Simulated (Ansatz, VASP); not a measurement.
**SnTe in VASP and in Ansatz**

```
Te Sn
1.0
     0.00000    3.22961    3.22961
     3.22961    0.00000    3.22961
     3.22961    3.22961    0.00000
Te Sn
1 1
Direct
  0.00000 0.00000 0.00000
  0.50000 0.50000 0.50000
```

Alike in both runs: task relaxation of cell and atoms; functional PBE; k mesh 10 × 10 × 10; occupations gaussian, width 0.01 eV; no spin polarisation.

```csv
,VASP,Ansatz
version,VASP 6.6.1,Ansatz 0.2.0
potentials or method,"VASP PAW PBE potentials, release 64 (Te, Sn_d), cutoff 600 eV","scalar-relativistic, plane waves, PAW"
valence electrons in the cell,20,30
```

```tsv
	VASP	Ansatz	Ansatz less VASP
gap on the k mesh at the Fermi level, each at its own relaxed structure (eV)	0.05	0.05	+0.001
relaxed volume (Å³/atom)	32.93	32.94	+0.007
relaxed cell length with the largest relative difference (Å)	4.533	4.533	+0.0003
```

VASP's potentials hold 20 valence electrons a cell and Ansatz's 30, so a difference there can come from the potentials and not from the codes.

Neither program's run includes spin-orbit coupling.
